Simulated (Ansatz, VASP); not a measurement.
One calculation of GaP, two programs

```xyz
2
Lattice="0.0000 2.7252 2.7252 2.5890 0.0000 2.7252 2.5890 2.7252 0.0000" Properties=species:S:1:pos:R:3 pbc="T T T"
Ga    0.0000    0.0000    0.0000
P     3.8835    4.0879    4.0879
```

Change from the starting cell: strain -0.0500 x Voigt [1, 0, 0, 0, 0, 0], atoms carried along.

Alike in both runs: task single point; functional r2SCAN; k mesh 8 × 8 × 8; occupations gaussian, width 0.05 eV; no spin polarisation.

|  | VASP | Ansatz |
| --- | --- | --- |
| version | VASP 6.6.1 | Ansatz 0.2.0 |
| potentials or method | VASP PAW PBE potentials, release 64 (Ga_d, P), cutoff 520 eV | scalar-relativistic, plane waves, PAW |
| valence electrons in the cell | 18 | 18 |

```tsv
	VASP	Ansatz	Ansatz less VASP
gap on the k mesh at the Fermi level (eV)	1.29	1.29	-0.007
least direct gap on the mesh (eV)	2.59	2.61	+0.024
pressure (GPa)	5.0	5.0	+0.04
traceless stress, the component that is largest in VASP (GPa)	2.56	2.54	-0.020
```

VASP's potentials were made for PBE, not for r2SCAN. The functional is the same, so the differences come from potentials, cutoffs and numerics.
